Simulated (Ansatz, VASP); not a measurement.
One calculation of Sn, two programs

Contents of INCAR:

```
ALGO = Normal
EDIFF = 1E-8
ENCUT = 520
GGA = PE
ISIF = 2
ISMEAR = -1
LASPH = True
LCHARG = False
LEFG = True
LREAL = False
LWAVE = False
NBANDS = 21
NELM = 100
PREC = Accurate
SIGMA = 0.03
```

File KPOINTS:

```
k-points
0
Gamma
  9 9 9
```

The input POSCAR:

```
Sn
1.0
    0.0000000000      3.2456000000      3.2456000000
    3.2456000000      0.0000000000      3.2456000000
    3.2456000000      3.2456000000      0.0000000000
Sn
2
Direct
    0.5000000000      0.5000000000      0.5000000000
    0.7500000000      0.7500000000      0.7500000000
```

Input for Ansatz:

```yaml
crystal:
  lattice:
    - [0.0, 3.2456, 3.2456]
    - [3.2456, 0.0, 3.2456]
    - [3.2456, 3.2456, 0.0]
  atoms:
    - { symbol: Sn, position: [0.5, 0.5, 0.5] }
    - { symbol: Sn, position: [0.75, 0.75, 0.75] }
kpoints:
  mp_grid: { grid: [9, 9, 9] }
  band_path:
    path:
      - [0.0, 0.0, 0.0]
      - [0.5, 0.0, 0.5]
      - [0.625, 0.25, 0.625]
      - [0.375, 0.375, 0.75]
      - [0.0, 0.0, 0.0]
      - [0.5, 0.5, 0.5]
      - [0.5, 0.25, 0.75]
      - [0.5, 0.0, 0.5]
    npoints: 8
scf:
  occupations: { method: fermi_dirac, width: 0.03 }
hamiltonian:
  xc: pbe
  pseudopotentials: { kind: all_electron, datasets: crystal }
output:
  forces: true
  stress: true
  eigenvalues: true
  efg: { contact_densities: true }
```

Alike in both runs: task electric field gradients; functional PBE; k mesh 9 × 9 × 9; occupations fermi-dirac, width 0.03 eV; no spin polarisation.

|  | VASP | Ansatz |
| --- | --- | --- |
| version | VASP 6.6.1 | Ansatz 0.2.0 |
| potentials or method | VASP PAW PBE potentials, release 64 (Sn_d), cutoff 520 eV | all-electron PAW with datasets made for the crystal, scalar-relativistic |

Ansatz gave:

```
pressure (GPa) : 3.2
```

Task: What did VASP give for the same quantities?

Result: Pressure (GPa): 3.1.

Ansatz ran all-electron here, and VASP with PAW potentials.
